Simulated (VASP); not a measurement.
# Cs4Rb12CO in VASP: further runs

The runs below take Cs4Rb12CO through single point, with PBE.

Program: VASP 6.6.1. These are calculated values, not measurements. Logs are shortened: lines on timing, memory, paths and dates and some standing lists are left out, and cuts for length are marked.

## Step 1: The cell of the first run

The cell holds a slab with vacuum, 18 atoms: a = 11.697 Å, b = 11.697 Å, c = 23.773 Å, α = 90.00°, β = 90.00°, γ = 90.00°.

## Step 2: Single point, PBE

Contents of INCAR:

```
ALGO = Normal
EDIFF = 1E-6
ENCUT = 520
GGA = PE
ISIF = 2
ISMEAR = -1
LASPH = True
LCHARG = True
LELF = True
LREAL = Auto
LVHAR = True
LWAVE = False
NBANDS = 92
NELM = 60
PREC = Accurate
SIGMA = 0.15
```

Contents of KPOINTS:

```
k-points
0
Gamma
  1 1 1
```

Contents of POSCAR:

```
Cs4Rb12CO
1.0
   11.6968320000      0.0000000000      0.0000000000
    0.0000000000     11.6968320000      0.0000000000
    0.0000000000      0.0000000000     23.7726240000
Cs Rb C O
4 12 1 1
Direct
    0.0000000000      0.0000000000      0.0420651923
    0.0180390725      0.5002465625      0.2777901169
    0.5021274136     -0.0000427466      0.2782822797
    0.4999986321      0.4999986321      0.0420651923
    0.2505721207      0.7419957814      0.4110189939
    0.2506490646      0.2579672855      0.4109601027
    0.4999986321      0.0000000000      0.0420651923
    0.2498967242      0.2502728944      0.1727407122
    0.2498539776      0.7497756658      0.1727449187
    0.4719995978      0.5003064078      0.2785557034
    0.7501090894      0.7444494372      0.1744822111
    0.7502031319      0.2562232235      0.1749028631
   -0.0065744297     -0.0001025919      0.2780929863
    0.7517762074      0.2120232213      0.4051677257
    0.7515795730      0.7882989172      0.4066231814
    0.0000000000      0.4999986321      0.0420651923
    0.7435517583      0.4773942209      0.2361539896
    0.7239225117      0.5047349573      0.2840031458
```

Potentials or basis: VASP PAW PBE potentials, release 64 (Cs_sv, Rb_sv, C, O).

On the command line:

```bash
> cat potpaw_PBE.64/Cs_sv/POTCAR potpaw_PBE.64/Rb_sv/POTCAR potpaw_PBE.64/C/POTCAR potpaw_PBE.64/O/POTCAR > POTCAR
> mpirun -np 1 vasp_gam > vasp.out
```

OUTCAR:

```text
EDIFF = 1E-6
   ENCUT = 520
   GGA = PE
   ISIF = 2
   ISMEAR = -1
   LASPH = True
   LREAL = Auto
   NELM = 60
   PREC = Accurate

 ion  position               nearest neighbor table
   1  0.000  0.000  0.042-
   2  0.018  0.500  0.278-
   3  0.502  1.000  0.278-
   4  0.500  0.500  0.042-
   5  0.251  0.742  0.411-  10 4.96  13 5.30   6 5.66   9 5.67
   6  0.251  0.258  0.411-  10 4.96  13 5.30   5 5.66   8 5.66
   7  0.500  0.000  0.042-   8 5.17   9 5.17  11 5.23  12 5.25
   8  0.250  0.250  0.173-  10 4.65  13 4.88  16 5.17   7 5.17   6 5.66
   9  0.250  0.750  0.173-  10 4.65  13 4.88  16 5.17   7 5.17   5 5.67
  10  0.472  0.500  0.279-  18 2.95  17 3.34   9 4.65   8 4.65   5 4.96   6 4.96  12 4.98  11 4.99
                            14 5.58  15 5.60
  11  0.750  0.744  0.174-  17 3.45  18 3.84  13 4.81  10 4.99  16 5.16   7 5.23  15 5.54  12 5.71

  12  0.750  0.256  0.175-  17 2.97  13 4.81  10 4.98  16 5.16   7 5.25  14 5.50  11 5.71
  13  0.993  1.000  0.278-  11 4.81  12 4.81  14 4.82  15 4.84   9 4.88   8 4.88   5 5.30   6 5.30

  14  0.752  0.212  0.405-  13 4.82  15 4.96  12 5.50  10 5.58
  15  0.752  0.788  0.407-  13 4.84  14 4.96  11 5.54  10 5.60
  16  0.000  0.500  0.042-  11 5.16  12 5.16   8 5.17   9 5.17
  17  0.744  0.477  0.236-  18 1.20  12 2.97  10 3.34  11 3.45
  18  0.724  0.505  0.284-  17 1.20  10 2.95  11 3.84

  LATTYP: Found a simple tetragonal cell.
 ALAT       =    11.6968320000
 C/A-ratio  =     2.0323985161

  Lattice vectors:

 A1 = (  11.6968320000,   0.0000000000,   0.0000000000)
 A2 = (   0.0000000000,  11.6968320000,   0.0000000000)
 A3 = (   0.0000000000,   0.0000000000,  23.7726240000)

Analysis of symmetry for initial positions (statically):
=====================================================================
 Subroutine PRICEL returns:
 Original cell was already a primitive cell.

 Routine SETGRP: Setting up the symmetry group for a
 simple tetragonal supercell.

 Subroutine GETGRP returns: Found  1 space group operations
 (whereof  1 operations were pure point group operations)
 out of a pool of 16 trial point group operations.

The static configuration has the point symmetry C_1 .

Analysis of symmetry for dynamics (positions and initial velocities):
=====================================================================
 Subroutine PRICEL returns:
 Original cell was already a primitive cell.

 Routine SETGRP: Setting up the symmetry group for a
 simple tetragonal supercell.

 Subroutine GETGRP returns: Found  1 space group operations
 (whereof  1 operations were pure point group operations)
 out of a pool of 16 trial point group operations.

The dynamic configuration has the point symmetry C_1 .

 Subroutine INISYM returns: Found  1 space group operations
 (whereof  1 operations are pure point group operations),
 and found     1 'primitive' translations

----------------------------------------------------------------------------------------

                                     Primitive cell

  volume of cell :    3252.4724

  direct lattice vectors                    reciprocal lattice vectors
    11.696832000  0.000000000  0.000000000     0.085493234  0.000000000  0.000000000
     0.000000000 11.696832000  0.000000000     0.000000000  0.085493234  0.000000000
     0.000000000  0.000000000 23.772624000     0.000000000  0.000000000  0.042065192

  length of vectors
    11.696832000 11.696832000 23.772624000     0.085493234  0.085493234  0.042065192

  position of ions in fractional coordinates (direct lattice)
     0.000000000  0.000000000  0.042065192
     0.018039073  0.500246563  0.277790117
     0.502127414  0.999957253  0.278282280
     0.499998632  0.499998632  0.042065192
     0.250572121  0.741995781  0.411018994
     0.250649065  0.257967286  0.410960103
[... 10 lines left out ...]
     0.743551758  0.477394221  0.236153990
     0.723922512  0.504734957  0.284003146

  ion indices of the primitive-cell ions
   primitive index   ion index
                 1           1
                 2           2
                 3           3
                 4           4
                 5           5
                 6           6
[... 10 lines left out ...]
                17          17
                18          18

----------------------------------------------------------------------------------------

 KPOINTS: k-points

Automatic generation of k-mesh.
 Grid dimensions read from file:
 generate k-points for:    1    1    1

 Generating k-lattice:

  Cartesian coordinates                     Fractional coordinates (reciprocal lattice)
     0.085493234  0.000000000  0.000000000     1.000000000  0.000000000  0.000000000
     0.000000000  0.085493234  0.000000000     0.000000000  1.000000000  0.000000000
     0.000000000  0.000000000  0.042065192     0.000000000  0.000000000  1.000000000

  Length of vectors
     0.085493234  0.085493234  0.042065192

  Shift w.r.t. Gamma in fractional coordinates (k-lattice)
     0.000000000  0.000000000  0.000000000

 Subroutine IBZKPT returns following result:
 ===========================================

 Found      1 irreducible k-points:

 Following reciprocal coordinates:
            Coordinates               Weight
  0.000000  0.000000  0.000000      1.000000
   k-points           NKPTS =      1   k-points in BZ     NKDIM =      1   number of bands    NBANDS=     92
   number of dos      NEDOS =    301   number of ions     NIONS =     18
   total plane-waves  NPLWV = ******
   dimension x,y,z NGX =    90 NGY =   90 NGZ =  180
   dimension x,y,z NGXF=   180 NGYF=  180 NGZF=  360
   ions per type =               4  12   1   1
   NGX,Y,Z   is equivalent  to a cutoff of  12.79, 12.79, 12.59 a.u.
   NGXF,Y,Z  is equivalent  to a cutoff of  25.58, 25.58, 25.18 a.u.
 SYSTEM =  unknown system
   PREC   = accura    normal or accurate (medium, high low for compatibility)
   ISTART =      0    job   : 0-new  1-cont  2-samecut
   ICHARG =      2    charge: 1-file 2-atom 10-const
   ISPIN  =      1    spin polarized calculation?
   LNONCOLLINEAR =      F non collinear calculations
   LSORBIT =      F    spin-orbit coupling
   LASPH  =      T    aspherical Exc in radial PAW
   ENCUT  =  520.0 eV  38.22 Ry    6.18 a.u.  21.75 21.75 44.20*2*pi/ulx,y,z
   NELM   =     60;   NELMIN=  2; NELMDL= -5     # of ELM steps
   EDIFF  = 0.1E-05   stopping-criterion for ELM
   LREAL  =      T    real-space projection
   EDIFFG = 0.1E-04   stopping-criterion for IOM
   NSW    =      0    number of steps for IOM
   IBRION =     -1    ionic relax: 0-MD 1-quasi-New 2-CG
   NFREE  =      0    steps in history (QN), initial steepest desc. (CG)
   ISIF   =      2    stress and relaxation
   ISYM   =      2    0-nonsym 1-usesym 2-fastsym
   POTIM  = 0.5000    time-step for ionic-motion
   TEBEG  =    0.0;   TEEND  =   0.0 temperature during run
   PSTRESS=    0.0 pullay stress
   NELECT =     154.0000    total number of electrons
   NUPDOWN=      -1.0000    fix difference up-down
   EMIN   =  10.00;   EMAX   =-10.00  energy-range for DOS
   EFERMI =   0.00;   METHOD = LEGACY
   ISMEAR =    -1;   SIGMA  =   0.15  broadening in eV -4-tet -1-fermi 0-gaus
   EFERMI_NEDOS =   21; number of points for ismear=-14 and -15
   IALGO  =     38    algorithm
   IMIX   =      4    mixing-type and parameters
     AMIX     =   0.40;   BMIX     =  1.00
     AMIX_MAG =   1.60;   BMIX_MAG =  1.00
  volume/ion in A,a.u.               =     180.69      1219.38
  Fermi-wavevector in a.u.,A,eV,Ry     =   0.592257  1.119204  4.772500  0.350769
  Thomas-Fermi vector in A             =   1.641002
   LORBIT       =      0    0 simple, 1 ext, 2 COOP (PROOUT), +10 PAW based schemes
   GGA     = PE    functional components
   LHFCALC =     F    Hartree Fock is set to
   AEXX    =    0.0000 exact exchange contribution
   IVDW    =     0    specifies the selected vdW correction
   LEPSILON=     F    determine dielectric tensor
   LRPA    =     F    only Hartree local field effects (RPA)
 non-spin polarized calculation
  energy-cutoff  :      520.00
  volume of cell :     3252.47
 maximum number of plane-waves:     43813
 NGX is ok and might be reduce to    90
   NGX = 43   NGY = 43   NGZ = 89

 number of electron     153.9999994 magnetization

 Free energy of the ion-electron system (eV)
  ---------------------------------------------------
  ext. energy  EPLUGINS =         0.00000000
  ---------------------------------------------------
  free energy    TOTEN  =       -28.03993897 eV

  energy without entropy =      -26.40450761  energy(sigma->0) =      -27.22222329

 E-fermi :  -0.9572     XC(G=0):  -3.2687

 val. band max:       -0.9731438032   @ k =   0.0000   0.0000   0.0000
 cond. band min:      -0.8764281916   @ k =   0.0000   0.0000   0.0000
 fundamental gap:      0.0967156116
 Fermi energy:        -0.9571775271

 k-point     1 :       0.0000    0.0000    0.0000
  band No.  band energies     occupation
      1     -30.2374      2.00000
      2     -30.2366      2.00000
      3     -30.1735      2.00000
      4     -30.1731      2.00000
      5     -30.1100      2.00000
      6     -30.0992      2.00000
[... 81 lines left out ...]
     88      -0.0550      0.00488
     89      -0.0287      0.00409
 [bands above 89 left out]

------------------------ aborting loop because EDIFF is reached ----------------------------------------

  FORCE on cell =-STRESS in cart. coord.  units (eV):
  Direction    XX          YY          ZZ          XY          YZ          ZX
  --------------------------------------------------------------------------------------
  -------------------------------------------------------------------------------------
  Total       -1.2386489     -0.4492991     -0.1948790     -0.0854736      0.2723307     -0.0171943
  in kB       -0.6101620     -0.2213260     -0.0959979     -0.0421045      0.1341509     -0.0084700
  external PRESSURE =      -0.3091620 kB  Pullay stress =       0.0000000 kB

 VOLUME and BASIS-vectors are now :
 -----------------------------------------------------------------------------
  energy-cutoff  :      520.00
  volume of cell :     3252.47
      direct lattice vectors                 reciprocal lattice vectors
    11.696832000  0.000000000  0.000000000     0.085493234  0.000000000  0.000000000
     0.000000000 11.696832000  0.000000000     0.000000000  0.085493234  0.000000000
     0.000000000  0.000000000 23.772624000     0.000000000  0.000000000  0.042065192

 POSITION                                       TOTAL-FORCE (eV/Angst)
 -----------------------------------------------------------------------------------
      0.00000      0.00000      1.00000        -0.017662      0.002366      0.014748
      0.21100      5.85130      6.60380        -0.084743     -0.002787      0.050580
      5.87330     11.69633      6.61550        -0.053090      0.002148     -0.025485
      5.84840      5.84840      1.00000         0.001592     -0.000695      0.024117
      2.93090      8.67900      9.77100        -0.002657      0.002398     -0.016845
      2.93180      3.01740      9.76960        -0.001758     -0.001013     -0.016411
[... 10 lines left out ...]
      8.69720      5.58400      5.61400         0.011235      0.089136      0.178653
      8.46760      5.90380      6.75150         0.032844      0.044769     -0.060337
 -----------------------------------------------------------------------------------
    total drift:                               -0.001456     -0.004426     -0.008473

  FREE ENERGIE OF THE ION-ELECTRON SYSTEM (eV)
  ---------------------------------------------------
  free  energy   TOTEN  =       -28.0399389682 eV

  energy  without entropy=      -26.4045076078  energy(sigma->0) =      -27.22222329
```

Wall time 7.9 min (1 thread of AMD EPYC 9R45 (Zen 5), shared host); peak memory 2.2 GiB.

What came out:

* Free energy: -28.0399 eV
* Largest force: 0.213 eV/Å

Forces on the atoms (eV/Å):
```
Cs  -0.018  0.002  0.015
Cs  -0.085 -0.003  0.051
Cs  -0.053  0.002 -0.025
Cs   0.002 -0.001  0.024
Rb  -0.003  0.002 -0.017
Rb  -0.002 -0.001 -0.016
Rb   0.013 -0.002  0.060
Rb   0.001 -0.025 -0.059
Rb  -0.001  0.027 -0.055
Rb   0.029  0.006  0.060
Rb  -0.004 -0.039 -0.063
Rb   0.019 -0.101 -0.186
Rb   0.044 -0.001 -0.003
Rb   0.005  0.053  0.026
Rb   0.006 -0.052  0.019
Rb   0.003 -0.001  0.052
C    0.011  0.089  0.179
O    0.033  0.045 -0.060
```

Caveat: the k points lie up to 0.54 Å⁻¹ apart; there is no dipole correction, which matters where the two faces differ; spin-orbit coupling is left out, which moves the levels of the heavy elements.

## Step 3: Single point, PBE

Contents of INCAR:

```
SYSTEM = Cs4Rb12CO
ALGO = Normal
EDIFF = 1E-6
ENCUT = 520
GGA = PE
ISIF = 2
ISMEAR = -1
LASPH = .True.
LCHARG = .True.
LELF = .True.
LREAL = Auto
LVHAR = .True.
LWAVE = .False.
NBANDS = 92
NELM = 60
PREC = Accurate
SIGMA = 0.15
```

Contents of KPOINTS:

```
k-points
0
Gamma
  1 1 1
  0 0 0
```

Contents of POSCAR:

```
Cs4Rb12CO
1.0
   11.6968320000      0.0000000000      0.0000000000
    0.0000000000     11.6968320000      0.0000000000
    0.0000000000      0.0000000000     23.7726240000
Cs Rb C O
4 12 1 1
Direct
    0.0000000000      0.0000000000      0.0420651923
    0.0446616657      0.4999216882      0.2697430456
    0.4958864075      0.0001282399      0.2693981110
    0.4999986321      0.4999986321      0.0420651923
    0.2499223721      0.7373193015      0.4091428864
    0.2499907667      0.2629429917      0.4089451800
    0.4999986321      0.0000000000      0.0420651923
    0.2483749446      0.2426468979      0.1695227250
    0.2486998189      0.7580428615      0.1696951923
    0.4173010265      0.5004602956      0.2715139902
    0.7479632092      0.7630271171      0.1724378428
    0.7498611590      0.2298485607      0.1666202267
   -0.0009831722     -0.0003505223      0.2708030885
    0.7538365944      0.1995497584      0.4009864456
    0.7532381417      0.8028413163      0.4032159008
    0.0000000000      0.4999986321      0.0420651923
    0.7629074266      0.4620054387      0.2072594090
    0.8158704853      0.5488922129      0.2075917240
```

Potentials or basis: VASP PAW PBE potentials, release 64 (Cs_sv, Rb_sv, C, O).

On the command line:

```bash
> cat potpaw_PBE.64/Cs_sv/POTCAR potpaw_PBE.64/Rb_sv/POTCAR potpaw_PBE.64/C/POTCAR potpaw_PBE.64/O/POTCAR > POTCAR
> mpirun -np 1 vasp_gam > vasp.out
```

It took 9.2 min on 1 thread of AMD EPYC 9R45 (Zen 5), shared host; peak memory 2.2 GiB.

The run converged. Its results:

| Item | Value |
| --- | --- |
| Free energy | -27.7439 eV |
| Largest force | 0.452 eV/Å |

Forces on the atoms (eV/Å):
```
Cs   0.002 -0.015 -0.042
Cs  -0.320 -0.018  0.071
Cs  -0.055  0.012  0.067
Cs   0.002 -0.006  0.028
Rb  -0.013  0.052  0.014
Rb  -0.007 -0.050  0.012
Rb   0.003 -0.007  0.024
Rb  -0.016 -0.083 -0.149
Rb  -0.010  0.082 -0.149
Rb   0.449 -0.018  0.046
Rb  -0.061  0.097 -0.088
Rb  -0.062 -0.189 -0.066
Rb   0.064  0.010  0.061
Rb   0.000  0.130 -0.012
Rb  -0.001 -0.107  0.003
Rb   0.011 -0.004  0.032
C   -0.198 -0.110 -0.022
O    0.210  0.223  0.173
```

Levels at points of the mesh, in eV from the Fermi level:
```tsv
k point	band 74	band 75	band 76	band 77	band 78	band 79
(0.00, 0.00, 0.00)	-0.32	-0.28	-0.08	0.01	0.05	0.12
```

Caveat: the k points lie up to 0.54 Å⁻¹ apart; there is no dipole correction, which matters where the two faces differ; spin-orbit coupling is left out, which moves the levels of the heavy elements.
